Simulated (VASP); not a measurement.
Input of a VASP 6.6.1 run:

Contents of INCAR:

```
SYSTEM = Al2BN3
  ALGO = Normal
  EDIFF = 1E-7
  EDIFFG = -0.04
  ENCUT = 600
  GGA = PE
  IBRION = 2
  ISIF = 3
  ISMEAR = 0
  LASPH = .TRUE.
  LCHARG = .FALSE.
  LREAL = .FALSE.
  LWAVE = .FALSE.
  NELM = 80
  NSW = 90
  PREC = Accurate
  SIGMA = 0.1
```

The input KPOINTS:

```
k-points
0
G
  6 6 1
  0 0 0
```

POSCAR

```
Al2BN3
1.0
    3.1898548300      0.0000000000      0.0000000000
   -1.5949274200      2.7624953200      0.0000000000
    0.0000000000      0.0000000000     15.8448738300
Al B N
4 2 6
Direct
    0.6666666700      0.3333333300      0.6666666700
    0.3333333300      0.6666666700      0.1666666700
    0.3333333300      0.6666666700      0.5000000000
    0.3333333300      0.6666666700      0.8333333300
    0.6666666700      0.3333333300      0.0000000000
    0.6666666700      0.3333333300      0.3333333300
    0.6666666700      0.3333333300      0.1250000000
    0.6666666700      0.3333333300      0.4583333300
    0.6666666700      0.3333333300      0.7916666700
    0.3333333300      0.6666666700      0.2916666700
    0.3333333300      0.6666666700      0.6250000000
    0.3333333300      0.6666666700      0.9583333300
```

Potentials or basis: VASP PAW PBE potentials, release 64 (Al, B, N).

Command:

```bash
$ cat potpaw_PBE.64/Al/POTCAR potpaw_PBE.64/B/POTCAR potpaw_PBE.64/N/POTCAR > POTCAR
$ mpirun -np 1 vasp_std > vasp.out
```

Task: What does it give for the space group after relaxing (to 0.1 Å)?

Result: P3m1 (No. 156).

Task: What does it give for the relaxed volume?

Result: 9.14 Å³/atom.

Task: Estimate the band gap on the k mesh.

Result: 4.34 eV.

Task: Predict the relaxed cell.

Result: a = 2.966 Å, b = 2.966 Å, c = 14.401 Å, α = 90.00°, β = 90.00°, γ = 120.00°.

Step by step:
```tsv
step	energy change (eV)	largest force (eV/Å)	pressure (GPa)	volume (Å³)
1	0.0000	2.1001	-31.56	139.62
2	-3.2806	3.1610	32.61	98.23
3	-4.1190	2.9368	3.77	108.72
4	-4.7881	1.7026	6.47	107.05
5	-4.8278	1.5566	5.39	107.35
6	-5.0167	0.8217	-2.75	111.39
7	-5.0193	0.8377	-1.99	110.96
8	-5.0982	0.5380	-1.44	110.50
9	-5.1024	0.5861	-1.23	110.36
10	-5.1513	0.5043	1.57	108.97
11	-5.1513	0.5061	1.67	108.92
12	-5.1646	0.3790	0.00	109.64
13	-5.1677	0.1998	0.49	109.42
14	-5.1694	0.0917	-0.46	109.91
15	-5.1699	0.0509	-0.14	109.74
16	-5.1702	0.0385	0.04	109.68
```

Caveat: the volume moved by over 15 % at a fixed basis, so the end points are rough; an odd mesh through Γ misses points on the zone boundary, where band edges can lie.
